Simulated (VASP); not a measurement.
Runs of VASP 6.6.1 on Si3Sn. The structure is that of space group P-4m2 (No. 115), or close to it. The cells are those of the table. 

```tsv
task	cell	k mesh	cutoff (eV)	smearing	gap on the mesh (eV)	pressure (GPa)	largest force (eV/Å)
single point	a = 4.061, b = 4.061, c = 5.782 Å, 4 atoms	6 × 6 × 4	520	gaussian 0.1 eV	(a)	0.1	0.01
single point	a = 3.735, b = 3.735, c = 5.281 Å, 4 atoms	6 × 6 × 4	520	gaussian 0.1 eV	0.11	34.7	3.60
relaxation of cell and atoms	relaxed from a = 3.735, b = 3.735, c = 5.281 Å, 4 atoms	6 × 6 × 4	600	gaussian 0.1 eV	(c)	-0.2	0.02
single point	a = 4.060, b = 4.060, c = 5.797 Å, 4 atoms	10 × 10 × 6	520	gaussian 0.01 eV	0.22	(b)	-
```

Alike in all rows: level PBE; potentials or basis VASP PAW PBE potentials, release 64 (Si, Sn_d); no spin polarisation.

Q: Fill in the values left out.

A: (a) 0.23; (b) -0.1; (c) 0.24.

Caveats: spin-orbit coupling is left out, which moves the levels of the heavy elements; forces of over 1 eV/Å act on the atoms, so gaps and moduli don't describe the material at rest (some runs).

A k mesh can miss the band edges, and the runs leave out spin-orbit coupling on Sn.
